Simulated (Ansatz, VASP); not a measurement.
Bi in VASP and in Ansatz

```
CELL_PARAMETERS angstrom
2.26630 1.30845 3.88684
-2.26630 1.30845 3.88684
0.00000 -2.61689 3.88684
ATOMIC_POSITIONS crystal
Bi 0.23712 0.23712 0.23712
Bi 0.76288 0.76288 0.76288
```

Alike in both runs: functional PBE; dispersion D3(BJ); k mesh 12 × 12 × 12; occupations gaussian, width 0.1 eV; no spin polarisation.

Ansatz relaxed the structure, and its values are those at the end. VASP's run is a single point on that final structure, the one shown.

|  | VASP | Ansatz |
| --- | --- | --- |
| version | VASP 6.6.1 | Ansatz 0.2.0 |
| potentials or method | VASP PAW PBE potentials, release 64 (Bi_d), cutoff 520 eV | scalar-relativistic, plane waves, PAW |
| valence electrons in the cell | 30 | 30 |

|  | VASP | Ansatz | Ansatz less VASP |
| --- | --- | --- | --- |
| gap on the k mesh at the Fermi level (eV) | none | none | - |
| pressure (GPa) | 0.0 | 0.0 | +0.04 |

A gap of «none» marks a metal or a gap that the smearing closes.

Spin-orbit coupling is off throughout.
